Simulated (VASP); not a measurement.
Wanted: the native input for a VASP 6.6.1 run.

```
Task                   : single point
Functional             : r2SCAN
Potentials or basis    : VASP PAW PBE potentials, release 64 (La, O)
Cutoff                 : 520 eV
k mesh                 : 6 × 6 × 6
Occupations            : gaussian, width 0.01 eV
Spin                   : no spin polarisation
Dipole correction      : no
Further INCAR settings : ALGO = Normal; EDIFF = 1e-06; NBANDS = 51
```

Crystal: La2O3.

```
La O
1.0
     3.12527    1.80438    5.20949
    -3.12527    1.80438    5.20949
     0.00000   -3.60875    5.20949
La O
4 6
Cartesian
  0.0000 0.0000 13.4809
  0.0000 0.0000 5.6667
  0.0000 0.0000 2.1476
  0.0000 0.0000 9.9618
  1.3399 -1.8044 6.5119
  -2.2326 -0.2582 6.5119
  -1.3399 1.8044 9.1166
  -0.8927 -2.0626 9.1166
  2.2326 0.2582 9.1166
  0.8927 2.0626 6.5119
```

These files were run (other wordings do the same):

POSCAR

```
La2O3
1.0
    3.1252702203      1.8043756030      5.2094948147
   -3.1252702203      1.8043756030      5.2094948147
    0.0000000000     -3.6087512060      5.2094948147
La O
4 6
Direct
    0.8625870744      0.8625870744      0.8625870744
    0.3625870744      0.3625870744      0.3625870744
    0.1374129256      0.1374129256      0.1374129256
    0.6374129256      0.6374129256      0.6374129256
    0.4643660243      0.0356339757      0.7500000000
    0.0356339757      0.7500000000      0.4643660243
    0.5356339757      0.9643660243      0.2500000000
    0.2500000000      0.5356339757      0.9643660243
    0.9643660243      0.2500000000      0.5356339757
    0.7500000000      0.4643660243      0.0356339757
```

INCAR.step1

```
SYSTEM = La2O3
PREC     = Accurate       ! precision mode
ENCUT    = 520            ! plane-wave cutoff, eV
ISMEAR   = 0              ! smearing method
SIGMA    = 0.01           ! smearing width, eV
LREAL    = .FALSE.        ! projectors in reciprocal space
LASPH    = .TRUE.         ! aspherical terms in the spheres
NELM     = 100            ! most SCF steps
NBANDS   = 51             ! bands
GGA      = PE             ! functional
ALGO     = Normal         ! electronic algorithm
EDIFF    = 1E-4           ! SCF threshold, eV
LWAVE    = .TRUE.         ! write WAVECAR
LCHARG   = .FALSE.        ! write CHGCAR
```

INCAR.step2

```
SYSTEM = La2O3
PREC     = Accurate       ! precision mode
ENCUT    = 520            ! plane-wave cutoff, eV
EDIFF    = 1E-6           ! SCF threshold, eV
ISMEAR   = 0              ! smearing method
SIGMA    = 0.01           ! smearing width, eV
LREAL    = .FALSE.        ! projectors in reciprocal space
LASPH    = .TRUE.         ! aspherical terms in the spheres
NELM     = 100            ! most SCF steps
ALGO     = Normal         ! electronic algorithm
ISIF     = 2              ! what is computed and relaxed
LWAVE    = .FALSE.        ! write WAVECAR
LCHARG   = .FALSE.        ! write CHGCAR
METAGGA  = R2SCAN         ! meta-GGA
LMIXTAU  = .TRUE.       
NBANDS   = 51             ! bands
ISTART   = 1
```

KPOINTS

```
Automatic mesh
0
G
  6 6 6
  0 0 0
```

Potentials or basis: VASP PAW PBE potentials, release 64 (La, O).

The run is started by

```bash
$ cat potpaw_PBE.64/La/POTCAR potpaw_PBE.64/O/POTCAR > POTCAR
$ cp INCAR.step1 INCAR
$ mpirun -np 1 vasp_std > vasp.out
$ cp INCAR.step2 INCAR
$ mpirun -np 1 vasp_std > vasp.out
```

It gave:

```json
{
 "Pressure": "-0.4 GPa",
 "Largest force": "0.015 eV/Å",
 "Band gap on the k mesh": "4.25 eV, indirect (least direct gap 4.55 eV)"
}
```

Caveat: the PAW data sets were made with another functional, which shifts forces and pressure a little; spin-orbit coupling is left out, which moves the levels of the heavy elements.

Run time: 22 min on 1 thread of Intel Xeon 6975P-C, with other jobs on the host, peak memory 0.51 GiB.
